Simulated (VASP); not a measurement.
Set up this calculation in VASP 6.6.1, as the native input.

```yaml
Task: single point
Functional: LDA
Potentials_or_basis: VASP PAW LDA potentials, release 64 (Pt, Se)
Cutoff: 520 eV
k_mesh: 12 × 12 × 1
Occupations: gaussian, width 0.01 eV
Spin: no spin polarisation
Dipole_correction: no
Further_INCAR_settings: ALGO = Normal; EDIFF = 1e-07; NBANDS = 18
```

The structure of PtSe2 lies in POSCAR:

```
PtSe2
1.0
    3.6730196506      0.0000000000      0.0000000000
   -1.8365098253      3.1809283260      0.0000000000
    0.0000000000      0.0000000000     18.0000000000
Pt Se
1 2
Direct
    0.0000000000      0.0000000000      0.5000000000
    0.3333333333      0.6666666667      0.5717200539
    0.6666666667      0.3333333333      0.4282799461
```

These files were run (other wordings do the same):

INCAR

```
ALGO = Normal ; EDIFF = 1E-7
ENCUT = 520 ; ISIF = 2
ISMEAR = 0 ; LASPH = True
LCHARG = False ; LREAL = False
LWAVE = False ; NBANDS = 18
NELM = 100 ; PREC = Accurate
SIGMA = 0.01
```

KPOINTS

```
k-points
0
Gamma
  12 12 1
```

Potentials or basis: VASP PAW LDA potentials, release 64 (Pt, Se).

Run with:

```bash
$ cat potpaw_LDA.64/Pt/POTCAR potpaw_LDA.64/Se/POTCAR > POTCAR
$ mpirun -np 1 vasp_std > vasp.out
```

Results of the run:

```json
{"Largest force": "0.051 eV/Å", "Band gap on the k mesh": "1.38 eV, indirect (least direct gap 1.63 eV)"}
```

Caveat: spin-orbit coupling is left out, which moves the levels of the heavy elements.

Wall time 96 s on 1 thread of Intel(R) Xeon(R) Platinum 8488C (Sapphire Rapids), with other jobs on the host, peak memory 0.28 GiB.
